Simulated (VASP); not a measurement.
A run of VASP 6.6.1:

File INCAR:

```
PREC = Accurate
ENCUT = 600
EDIFF = 1E-6
ISMEAR = 0
SIGMA = 0.01
LREAL = False
LASPH = True
NELM = 60
ALGO = Normal
ISIF = 3
LWAVE = False
LCHARG = False
GGA = PE
IBRION = 2
NSW = 60
EDIFFG = -0.01
```

KPOINTS

```
regular mesh
0
Gamma
  6 6 6
```

The input POSCAR:

```
TePb
1.0
    0.0000000000      3.2310000000      3.2310000000
    3.2310000000      0.0000000000      3.2310000000
    3.2310000000      3.2310000000      0.0000000000
Te Pb
1 1
Direct
    0.5000000000      0.5000000000      0.5000000000
    0.0000000000      0.0000000000      0.0000000000
```

Potentials or basis: VASP PAW PBE potentials, release 64 (Te, Pb_d).

Run with:

```bash
$ cat potpaw_PBE.64/Te/POTCAR potpaw_PBE.64/Pb_d/POTCAR > POTCAR
$ mpirun -np 1 vasp_std > vasp.out
```

Hardware: 1 thread of Intel(R) Xeon(R) Platinum 8259CL CPU @ 2.50GHz (Skylake/Cascade Lake), with other jobs on the host.

Q: Estimate the wall time of this run.

A: Wall time 43 s on 1 thread of Intel(R) Xeon(R) Platinum 8259CL CPU @ 2.50GHz (Skylake/Cascade Lake) (shared host), peak memory 0.24 GiB. Counts: scf iterations 27, k points 16, ion steps 3.
